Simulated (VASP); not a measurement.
# LiMg (P4/mmm) in VASP: notebook

LiMg is run at these levels: LDA; tasks: single point, relaxation of cell and atoms.

Everything below comes from runs of VASP 6.6.1. Logs are shortened: lines on timing, memory, paths and dates and some standing lists are left out, and cuts for length are marked.

**1. The cell of the first run**

The structure is tetragonal, space group P4/mmm (No. 123). Conventional cell: a = 3.307 Å, b = 3.307 Å, c = 3.457 Å, α = 90.00°, β = 90.00°, γ = 90.00°. Within 3.8 Å of Li (site symmetry 4/mmm) lie 8 Mg at 2.91 Å and 6 Li at 3.31 to 3.46 Å. Mg (site symmetry 4/mmm) has 8 Li at 2.91 Å and 6 Mg at 3.31 to 3.46 Å within 3.8 Å.

**2. Single point, LDA**

File INCAR:

```
  ALGO = Normal
  EDIFF = 1E-7
  ENCUT = 520
  GGA = CA
  ISIF = 2
  ISMEAR = 1
  LASPH = T
  LCHARG = F
  LREAL = F
  LWAVE = F
  NBANDS = 10
  NELM = 80
  PREC = Accurate
  SIGMA = 0.02
```

File KPOINTS:

```
k-points
0
Gamma
  12 12 12
```

File POSCAR:

```
LiMg
1.0
    3.3071156290      0.0000000000      0.0000000000
    0.0000000000      3.3071156290      0.0000000000
    0.0000000000      0.0000000000      3.4565098694
Li Mg
1 1
Direct
    0.0000000000      0.0000000000      0.0000000000
    0.5000000000      0.5000000000      0.5000000000
```

Potentials or basis: VASP PAW LDA potentials, release 64 (Li_sv, Mg).

On the command line:

```sh
$ cat potpaw_LDA.64/Li_sv/POTCAR potpaw_LDA.64/Mg/POTCAR > POTCAR
$ mpirun -np 1 vasp_std > vasp.out
```

OUTCAR:

```text
EDIFF = 1E-7
   ENCUT = 520
   GGA = CA
   ISIF = 2
   ISMEAR = 1
   LASPH = T
   LREAL = F
   NELM = 80
   PREC = Accurate

 ion  position               nearest neighbor table
   1  0.000  0.000  0.000-   2 2.91   2 2.91   2 2.91   2 2.91   2 2.91   2 2.91   2 2.91   2 2.91

   2  0.500  0.500  0.500-   1 2.91   1 2.91   1 2.91   1 2.91   1 2.91   1 2.91   1 2.91   1 2.91

  LATTYP: Found a simple tetragonal cell.
 ALAT       =     3.3071156290
 C/A-ratio  =     1.0451735764

  Lattice vectors:

 A1 = (   3.3071156290,   0.0000000000,   0.0000000000)
 A2 = (   0.0000000000,   3.3071156290,   0.0000000000)
 A3 = (   0.0000000000,   0.0000000000,   3.4565098694)

Analysis of symmetry for initial positions (statically):
=====================================================================
 Subroutine PRICEL returns:
 Original cell was already a primitive cell.

 Routine SETGRP: Setting up the symmetry group for a
 simple tetragonal supercell.

 Subroutine GETGRP returns: Found 16 space group operations
 (whereof 16 operations were pure point group operations)
 out of a pool of 16 trial point group operations.

The static configuration has the point symmetry D_4h.

Analysis of symmetry for dynamics (positions and initial velocities):
=====================================================================
 Subroutine PRICEL returns:
 Original cell was already a primitive cell.

 Routine SETGRP: Setting up the symmetry group for a
 simple tetragonal supercell.

 Subroutine GETGRP returns: Found 16 space group operations
 (whereof 16 operations were pure point group operations)
 out of a pool of 16 trial point group operations.

The dynamic configuration has the point symmetry D_4h.

 Subroutine INISYM returns: Found 16 space group operations
 (whereof 16 operations are pure point group operations),
 and found     1 'primitive' translations

----------------------------------------------------------------------------------------

                                     Primitive cell

  volume of cell :      37.8039

  direct lattice vectors                    reciprocal lattice vectors
     3.307115629  0.000000000  0.000000000     0.302378299  0.000000000  0.000000000
     0.000000000  3.307115629  0.000000000     0.000000000  0.302378299  0.000000000
     0.000000000  0.000000000  3.456509869     0.000000000  0.000000000  0.289309170

  length of vectors
     3.307115629  3.307115629  3.456509869     0.302378299  0.302378299  0.289309170

  position of ions in fractional coordinates (direct lattice)
     0.000000000  0.000000000  0.000000000
     0.500000000  0.500000000  0.500000000

  ion indices of the primitive-cell ions
   primitive index   ion index
                 1           1
                 2           2

----------------------------------------------------------------------------------------

 KPOINTS: k-points

Automatic generation of k-mesh.
 Grid dimensions read from file:
 generate k-points for:   12   12   12

 Generating k-lattice:

  Cartesian coordinates                     Fractional coordinates (reciprocal lattice)
     0.025198192  0.000000000  0.000000000     0.083333333  0.000000000  0.000000000
     0.000000000  0.025198192  0.000000000     0.000000000  0.083333333  0.000000000
     0.000000000  0.000000000  0.024109097     0.000000000  0.000000000  0.083333333

  Length of vectors
     0.025198192  0.025198192  0.024109097

  Shift w.r.t. Gamma in fractional coordinates (k-lattice)
     0.000000000  0.000000000  0.000000000

 Subroutine IBZKPT returns following result:
 ===========================================

 Found    196 irreducible k-points:

 Following reciprocal coordinates:
            Coordinates               Weight
  0.000000  0.000000  0.000000      1.000000
  0.083333  0.000000  0.000000      4.000000
  0.166667  0.000000  0.000000      4.000000
  0.250000  0.000000  0.000000      4.000000
  0.333333  0.000000  0.000000      4.000000
  0.416667  0.000000  0.000000      4.000000
[... 16 lines left out ...]
  0.333333  0.333333  0.000000      4.000000
  0.416667  0.333333  0.000000      8.000000
 [... further k-points ...]
   k-points           NKPTS =    196   k-points in BZ     NKDIM =    196   number of bands    NBANDS=     10
   number of dos      NEDOS =    301   number of ions     NIONS =      2
   total plane-waves  NPLWV =  21952
   dimension x,y,z NGX =    28 NGY =   28 NGZ =   28
   dimension x,y,z NGXF=    56 NGYF=   56 NGZF=   56
   ions per type =               1   1
   NGX,Y,Z   is equivalent  to a cutoff of  14.08, 14.08, 13.47 a.u.
   NGXF,Y,Z  is equivalent  to a cutoff of  28.15, 28.15, 26.93 a.u.
 SYSTEM =  unknown system
   PREC   = accura    normal or accurate (medium, high low for compatibility)
   ISTART =      0    job   : 0-new  1-cont  2-samecut
   ICHARG =      2    charge: 1-file 2-atom 10-const
   ISPIN  =      1    spin polarized calculation?
   LNONCOLLINEAR =      F non collinear calculations
   LSORBIT =      F    spin-orbit coupling
   LASPH  =      T    aspherical Exc in radial PAW
   ENCUT  =  520.0 eV  38.22 Ry    6.18 a.u.   6.15  6.15  6.43*2*pi/ulx,y,z
   NELM   =     80;   NELMIN=  2; NELMDL= -5     # of ELM steps
   EDIFF  = 0.1E-06   stopping-criterion for ELM
   LREAL  =      F    real-space projection
   EDIFFG = 0.1E-05   stopping-criterion for IOM
   NSW    =      0    number of steps for IOM
   IBRION =     -1    ionic relax: 0-MD 1-quasi-New 2-CG
   NFREE  =      0    steps in history (QN), initial steepest desc. (CG)
   ISIF   =      2    stress and relaxation
   ISYM   =      2    0-nonsym 1-usesym 2-fastsym
   POTIM  = 0.5000    time-step for ionic-motion
   TEBEG  =    0.0;   TEEND  =   0.0 temperature during run
   PSTRESS=    0.0 pullay stress
   NELECT =       5.0000    total number of electrons
   NUPDOWN=      -1.0000    fix difference up-down
   EMIN   =  10.00;   EMAX   =-10.00  energy-range for DOS
   EFERMI =   0.00;   METHOD = LEGACY
   ISMEAR =     1;   SIGMA  =   0.02  broadening in eV -4-tet -1-fermi 0-gaus
   EFERMI_NEDOS =   21; number of points for ismear=-14 and -15
   IALGO  =     38    algorithm
   IMIX   =      4    mixing-type and parameters
     AMIX     =   0.40;   BMIX     =  1.00
     AMIX_MAG =   1.60;   BMIX_MAG =  1.00
  volume/ion in A,a.u.               =      18.90       127.56
  Fermi-wavevector in a.u.,A,eV,Ry     =   0.834102  1.576225  9.465935  0.695727
  Thomas-Fermi vector in A             =   1.947438
   LORBIT       =      0    0 simple, 1 ext, 2 COOP (PROOUT), +10 PAW based schemes
   GGA     = CA    functional components
   LHFCALC =     F    Hartree Fock is set to
   AEXX    =    0.0000 exact exchange contribution
   IVDW    =     0    specifies the selected vdW correction
   LEPSILON=     F    determine dielectric tensor
   LRPA    =     F    only Hartree local field effects (RPA)
 non-spin polarized calculation
 Methfessel and Paxton  Order N= 1 SIGMA  =   0.02
  energy-cutoff  :      520.00
  volume of cell :       37.80
 maximum number of plane-waves:      1048
 NGX is ok and might be reduce to    28
   NGX = 13   NGY = 13   NGZ = 13

 number of electron       4.9999999 magnetization

 Free energy of the ion-electron system (eV)
  ---------------------------------------------------
  ext. energy  EPLUGINS =         0.00000000
  ---------------------------------------------------
  free energy    TOTEN  =        -4.01574723 eV

  energy without entropy =       -4.01581192  energy(sigma->0) =       -4.01576880

 E-fermi :   1.9997     XC(G=0):  -8.4073

 val. band max:        1.9828589273   @ k =   0.5000   0.3333   0.3333
 cond. band min:       2.0074703740   @ k =   0.3333   0.1667   0.0000
 fundamental gap:      0.0246114467
 Fermi energy:         1.9996972422

 k-point     1 :       0.0000    0.0000    0.0000
  band No.  band energies     occupation
      1     -43.1555      2.00000
      2      -3.7325      2.00000
      3       6.5004      0.00000
      4       7.5804      0.00000
      5       7.5804      0.00000
      6       7.7783      0.00000
      7       8.3360      0.00000
      8      14.2451      0.00000
      9      18.1619      0.00000
     10      18.4519      0.00000

 k-point     2 :       0.0833    0.0000    0.0000
  band No.  band energies     occupation
      1     -43.1553      2.00000
      2      -3.6498      2.00000
      3       6.1543      0.00000
      4       6.5853      0.00000
      5       7.6642      0.00000
      6       7.9832      0.00000
      7       9.6564      0.00000
      8      14.3540      0.00000
      9      16.8378      0.00000
     10      17.6486      0.00000

 k-point     3 :       0.1667    0.0000    0.0000
  band No.  band energies     occupation
      1     -43.1548      2.00000
      2      -3.4028      2.00000
      3       4.5606      0.00000
      4       6.8391      0.00000
      5       7.9148      0.00000
      6       8.2571      0.00000
      7      11.1721      0.00000
      8      14.6926      0.00000
      9      15.1852      0.00000
     10      16.1586      0.00000

 k-point     4 :       0.2500    0.0000    0.0000
  band No.  band energies     occupation
      1     -43.1540      2.00000
      2      -2.9963      2.00000
      3       3.0817      0.00000
      4       7.2593      0.00000
      5       8.3287      0.00000
      6       8.7014      0.00000
      7      12.2534      0.00000
      8      13.6103      0.00000
      9      14.6431      0.00000
     10      14.9990      0.00000
[... 222 lines left out ...]
 k-point    22 :       0.5000    0.2500    0.0000
  band No.  band energies     occupation
      1     -43.1509      2.00000
      2      -0.5091      2.00000
      3       0.5875      2.00000
      4       6.1972      0.00000
      5       6.6429      0.00000
      6       9.8460      0.00000
      7      11.0329      0.00000
      8      12.0602      0.00000
      9      13.7175      0.00000
     10      16.6637      0.00000

 k-point    23 :       0.3333    0.3333    0.0000
  band No.  band energies     occupation
      1     -43.1510      2.00000
      2      -1.1086      2.00000
      3       2.2306     -0.00000
      4       4.1131      0.00000
      5       7.3865      0.00000
      6       9.2052      0.00000
      7      11.8862      0.00000
      8      13.2553      0.00000
      9      13.8898      0.00000
     10      14.1279      0.00000

 k-point    24 :       0.4167    0.3333    0.0000
  band No.  band energies     occupation
      1     -43.1504      2.00000
      2      -0.4106      2.00000
      3       1.5697      2.00000
      4       4.2815      0.00000
      5       6.2279      0.00000
      6       9.9277      0.00000
      7      12.2890      0.00000
      8      12.3653      0.00000
      9      13.8316      0.00000
     10      14.3744      0.00000

 [... further k-points ...]
[... 5 lines left out ...]
  --------------------------------------------------------------------------------------
  -------------------------------------------------------------------------------------
  Total       -0.0448863     -0.0448863     -0.0556165      0.0000000      0.0000000      0.0000000
  in kB       -1.9023401     -1.9023401     -2.3570977      0.0000000      0.0000000      0.0000000
  external PRESSURE =      -2.0539260 kB  Pullay stress =       0.0000000 kB

 VOLUME and BASIS-vectors are now :
 -----------------------------------------------------------------------------
  energy-cutoff  :      520.00
  volume of cell :       37.80
      direct lattice vectors                 reciprocal lattice vectors
     3.307115629  0.000000000  0.000000000     0.302378299  0.000000000  0.000000000
     0.000000000  3.307115629  0.000000000     0.000000000  0.302378299  0.000000000
     0.000000000  0.000000000  3.456509869     0.000000000  0.000000000  0.289309170

 POSITION                                       TOTAL-FORCE (eV/Angst)
 -----------------------------------------------------------------------------------
      0.00000      0.00000      0.00000         0.000000      0.000000      0.000000
      1.65356      1.65356      1.72825         0.000000      0.000000      0.000000
 -----------------------------------------------------------------------------------
    total drift:                               -0.000000     -0.000000     -0.000000

  FREE ENERGIE OF THE ION-ELECTRON SYSTEM (eV)
  ---------------------------------------------------
  free  energy   TOTEN  =        -4.0157472315 eV

  energy  without entropy=       -4.0158119250  energy(sigma->0) =       -4.01576880
```

It took 1.8 min on 1 thread of AMD EPYC 7R13, shared host; peak memory 0.17 GiB.

Results:

```
Free energy            : -4.0157 eV
Band gap on the k mesh : zero (an odd number of electrons rules out a gap without spin polarisation)
```

Caveat: the cutoff is under 1.25 times the usual one of these potentials, so pressure, stress and relaxed cells hold a basis-set (Pulay) error.

**3. Relaxation of cell and atoms, LDA**

This run uses another cell than the first one, of 20.27 Å³/atom.

File INCAR:

```
SYSTEM = LiMg
  PREC = Accurate
  ENCUT = 600
  EDIFF = 1E-6
  ISMEAR = 1
  SIGMA = 0.02
  LREAL = .False.
  LASPH = .True.
  NELM = 100
  ALGO = Normal
  ISIF = 3
  LWAVE = .False.
  LCHARG = .False.
  GGA = CA
  IBRION = 2
  NSW = 80
  EDIFFG = -0.01
```

File KPOINTS:

```
regular mesh
0
Gamma
  12 12 12
  0 0 0
```

File POSCAR:

```
LiMg
1.0
    3.3781850000      0.0000000000      0.0000000000
    0.0000000000      3.3781850000      0.0000000000
    0.0000000000      0.0000000000      3.5526100000
Li Mg
1 1
Direct
    0.0000000000      0.0000000000      0.0000000000
    0.5000000000      0.5000000000      0.5000000000
```

Potentials or basis: VASP PAW LDA potentials, release 64 (Li_sv, Mg).

On the command line:

```sh
$ cat potpaw_LDA.64/Li_sv/POTCAR potpaw_LDA.64/Mg/POTCAR > POTCAR
$ mpirun -np 1 vasp_std > vasp.out
```

Run time: 4 min. Hardware: 1 thread of AMD EPYC 7R13, shared host; peak memory 0.18 GiB.

It converged, with:

```
Free energy                           : -4.0173 eV
Relaxed volume                        : 18.75 Å³/atom
Relaxed cell                          : a = 3.300 Å, b = 3.300 Å, c = 3.444 Å, α = 90.00°, β = 90.00°, γ = 90.00°
Space group after relaxing (to 0.1 Å) : P4/mmm (No. 123)
Energy gained by relaxing             : 10.1 meV/atom
Ionic steps                           : 6
Pressure after relaxing               : 0.0 GPa
Band gap on the k mesh                : zero (an odd number of electrons rules out a gap without spin polarisation)
```

The path:
```
step  energy change (eV)  largest force (eV/Å)  pressure (GPa)  volume (Å³)
   1              0.0000                0.0000           -1.98        40.54
   2             -0.0141                0.0000           -1.14        39.09
   3             -0.0201                0.0000            0.02        37.45
   4             -0.0201                0.0000           -0.03        37.51
   5             -0.0201                0.0000           -0.03        37.51
   6             -0.0202                0.0000           -0.03        37.51
```

Final structure:
```
Li Mg
1.0
     3.30014    0.00000    0.00000
     0.00000    3.30014    0.00000
     0.00000    0.00000    3.44374
Li Mg
1 1
Direct
  0.00000 0.00000 0.00000
  0.50000 0.50000 0.50000
```

Levels at points of the mesh, in eV from the Fermi level:
| k point | band 1 | band 2 | band 3 | band 4 | band 5 | band 6 |
| --- | --- | --- | --- | --- | --- | --- |
| (0.00, 0.00, 0.00) | -45.13 | -5.75 | 4.56 | 5.61 | 5.61 | 5.81 |
| (0.50, 0.00, 0.00) | -45.13 | -3.36 | -1.96 | 7.08 | 8.05 | 8.40 |
| (0.50, 0.50, 0.00) | -45.12 | -0.49 | -0.49 | 0.65 | 2.42 | 9.80 |
| (0.00, 0.00, 0.50) | -45.13 | -3.68 | -2.12 | 7.85 | 7.85 | 8.58 |
| (0.50, 0.00, 0.50) | -45.13 | -0.74 | -0.66 | 0.25 | 2.26 | 10.45 |
| (0.50, 0.50, 0.50) | -45.12 | 2.31 | 2.31 | 2.33 | 2.67 | 2.67 |

Caveat: the cutoff is under 1.25 times the usual one of these potentials, so pressure, stress and relaxed cells hold a basis-set (Pulay) error.
